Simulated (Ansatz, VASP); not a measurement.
**One calculation of GaSe4, two programs**

Contents of INCAR:

```
ALGO = Normal ; EDIFF = 1E-6
EDIFFG = -0.01 ; ENCUT = 600
GGA = PE ; IBRION = 2
ISIF = 3 ; ISMEAR = 0
LASPH = True ; LCHARG = False
LREAL = False ; LWAVE = False
NELM = 60 ; NSW = 100
PREC = Accurate ; SIGMA = 0.1
```

File KPOINTS:

```
k-points
0
Gamma
  12 12 4
```

File POSCAR:

```
GaSe4
1.0
    3.7860845744      0.0000000000      0.0000000000
   -1.8930422872      3.2788454223      0.0000000000
    0.0000000000      0.0000000000      8.8565530007
Ga Se
1 4
Direct
    0.0000000000      0.0000000000      0.0000000000
    0.3333333333      0.6666666667      0.8332018204
    0.3333333333      0.6666666667      0.4078761434
    0.6666666667      0.3333333333      0.1667981796
    0.6666666667      0.3333333333      0.5921238566
```

Input for Ansatz:

```yaml
crystal:
  lattice:
    - [3.7860845744, 0.0, 0.0]
    - [-1.8930422872, 3.2788454223, 0.0]
    - [0.0, 0.0, 8.8565530007]
  atoms:
    - { symbol: Ga, position: [0.0, 0.0, 0.0] }
    - { symbol: Se, position: [0.3333333333, 0.6666666667, 0.8332018204] }
    - { symbol: Se, position: [0.3333333333, 0.6666666667, 0.4078761434] }
    - { symbol: Se, position: [0.6666666667, 0.3333333333, 0.1667981796] }
    - { symbol: Se, position: [0.6666666667, 0.3333333333, 0.5921238566] }
basis:
  ecutwfc: 420
kpoints:
  mp_grid: { grid: [12, 12, 4] }
hamiltonian:
  xc: pbe
scf:
  occupations: { method: gaussian, width: 0.1 }
output:
  forces: true
  stress: true
  eigenvalues: true
relax:
  adjacent_minimum: "off"
  f_tol: 0.01
  max_steps: 80
  cell: { stress_tol: 0.05 }
```

Change from the starting cell: species swapped into the Co4H type (P-3m1, No. 164).

Alike in both runs: task relaxation of cell and atoms; functional PBE; k mesh 12 × 12 × 4; occupations gaussian, width 0.1 eV; no spin polarisation.

|  | VASP | Ansatz |
| --- | --- | --- |
| version | VASP 6.6.1 | Ansatz 0.2.0 |
| potentials or method | VASP PAW PBE potentials, release 64 (Ga_d, Se), cutoff 600 eV | scalar-relativistic, plane waves, PAW |
| valence electrons in the cell | 37 | 77 |

|  | VASP | Ansatz | Ansatz less VASP |
| --- | --- | --- | --- |
| gap on the k mesh at the Fermi level, each at its own relaxed structure (eV) | none | none | - |
| relaxed volume (Å³/atom) | 21.91 | 21.90 | -0.009 |
| relaxed cell length with the largest relative difference (Å) | 3.742 | 3.741 | -0.0010 |

A gap of «none» marks a metal or a gap that the smearing closes. VASP's potentials hold 37 valence electrons a cell and Ansatz's 77, so a difference there can come from the potentials and not from the codes.
